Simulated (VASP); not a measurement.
Write the native input for VASP 6.6.1 that does the following.

```
Task                   : relaxation of cell and atoms
Functional             : PBE
Potentials or basis    : VASP PAW PBE potentials, release 64 (Pt, P)
Cutoff                 : 600 eV
k mesh                 : 8 × 8 × 4
Occupations            : fermi-dirac, width 0.05 eV
Spin                   : no spin polarisation
Target pressure        : 2 GPa
Dipole correction      : no
Further INCAR settings : ALGO = Normal; EDIFF = 1e-07; IBRION = 2; EDIFFG = -0.01; NSW = 60; ISIF = 3
```

The structure of PPt lies in POSCAR:

```
PPt
1.0
    3.7430278549      0.0000000000      0.0000000000
   -1.8715139275      3.2415572094      0.0000000000
    0.0000000000      0.0000000000      6.3537430000
Pt P
2 2
Direct
    0.3333333333      0.6666666667      0.3718990000
    0.6666666667      0.3333333333      0.8718990000
    0.3333333333      0.6666666667      0.0031030000
    0.6666666667      0.3333333333      0.5031030000
```

One way to write it, as run:

INCAR

```
SYSTEM = PPt
  PREC = Accurate
  ENCUT = 600
  EDIFF = 1E-7
  ISMEAR = -1
  SIGMA = 0.05
  LREAL = .FALSE.
  LASPH = .TRUE.
  NELM = 60
  ALGO = Normal
  ISIF = 3
  LWAVE = .FALSE.
  LCHARG = .FALSE.
  GGA = PE
  IBRION = 2
  NSW = 60
  EDIFFG = -0.01
  PSTRESS = 20.0
```

KPOINTS

```
Automatic mesh
0
G
  8 8 4
  0 0 0
```

Potentials or basis: VASP PAW PBE potentials, release 64 (Pt, P).

Run with:

```sh
$ cat potpaw_PBE.64/Pt/POTCAR potpaw_PBE.64/P/POTCAR > POTCAR
$ mpirun -np 1 vasp_std > vasp.out
```

Results of the run:

* Relaxed volume: 18.85 Å³/atom
* Relaxed cell: a = 3.647 Å, b = 3.647 Å, c = 6.547 Å, α = 90.00°, β = 90.00°, γ = 120.00°
* Space group after relaxing (to 0.05 Å): P6_3mc (No. 186)
* Energy change on relaxing (the enthalpy is what falls): -1.7 meV/atom
* Ionic steps: 13
* Pressure after relaxing: 2.0 GPa
* Largest force after relaxing: 0.004 eV/Å
* Band gap on the k mesh: zero (band 15 reaches 10.16 eV, above the bottom of band 16 at 6.42 eV)

Caveat: the cell is relaxed towards a set pressure, so the enthalpy falls and the energy may rise; spin-orbit coupling is left out, which moves the levels of the heavy elements.

Wall time 6 min on 1 thread of Intel(R) Xeon(R) Platinum 8259CL CPU @ 2.50GHz (Skylake/Cascade Lake) (shared host), peak memory 0.24 GiB.
